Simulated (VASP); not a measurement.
# Ge: single point with PBE

Ge:

```
CELL_PARAMETERS angstrom
0.00000 2.68733 2.68733
2.68733 0.00000 2.68733
2.68733 2.68733 0.00000
ATOMIC_POSITIONS crystal
Ge 0.50000 0.50000 0.50000
Ge 0.75000 0.75000 0.75000
```

This cell differs from its parent crystal: strain -0.050 along x and y, -0.050 along z.

```
Program             : VASP 6.6.1
Task                : single point
Functional          : PBE
Potentials or basis : VASP PAW PBE potentials, release 64 (Ge_d)
Cutoff              : 520 eV
k mesh              : 14 × 14 × 14
Occupations         : gaussian, width 0.15 eV
Spin                : no spin polarisation
```

```json
{
 "Pressure": "20.2 GPa",
 "Band gap on the k mesh": "0.32 eV, indirect (least direct gap 1.52 eV)"
}
```

Levels at points of the mesh, in eV from the valence-band top:
```tsv
k point	band 12	band 13	band 14	band 15	band 16	band 17
(0.00, 0.00, 0.00)	0.00	0.00	0.00	1.52	2.60	2.60
(0.50, 0.00, 0.00)	-8.43	-1.67	-1.67	0.70	3.79	3.79
(0.50, 0.50, 0.00)	-9.54	-3.66	-3.66	0.51	0.51	10.85
```

It took 35 s on 1 thread of Intel(R) Xeon(R) 6975P-C (Granite Rapids) (shared host), peak memory 0.19 GiB.

Caveat: the cell differs from its parent crystal (strain -0.050 along x and y, -0.050 along z). A k mesh can miss the band edges.
